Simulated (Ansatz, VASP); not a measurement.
**One calculation of ScGa3N2, two programs**

```xyz
6
Lattice="2.9531 0.0000 0.0000 0.0000 2.9531 0.0000 0.0000 0.0000 10.3291" Properties=species:S:1:pos:R:3 pbc="T T T"
Sc    0.0000    0.0000    0.0000
Ga    1.4766    1.4766    2.5428
Ga    1.4766    1.4766    5.1645
Ga    1.4766    1.4766    7.7863
N     0.0000    0.0000    2.0923
N     0.0000    0.0000    8.2367
```

Change from the starting cell: species swapped into the Pr3MgAl2 type (P4/mmm, No. 123).

Alike in both runs: functional PBE; k mesh 12 × 12 × 4; occupations gaussian, width 0.1 eV; no spin polarisation.

Ansatz relaxed the structure, and its values are those at the end. VASP's run is a single point on that final structure, the one shown.

```csv
,VASP,Ansatz
version,VASP 6.6.1,Ansatz 0.2.0
potentials or method,"VASP PAW PBE potentials, release 64 (Sc_sv, Ga_d, N), cutoff 520 eV","scalar-relativistic, plane waves, PAW"
valence electrons in the cell,60,60
```

```tsv
	VASP	Ansatz	Ansatz less VASP
gap on the k mesh at the Fermi level (eV)	none	none	-
pressure (GPa)	0.4	0.0	-0.37
rms of the force components (eV/Å)	0.017	0.003	-0.0148
```

A gap of «none» marks a metal or a gap that the smearing closes.
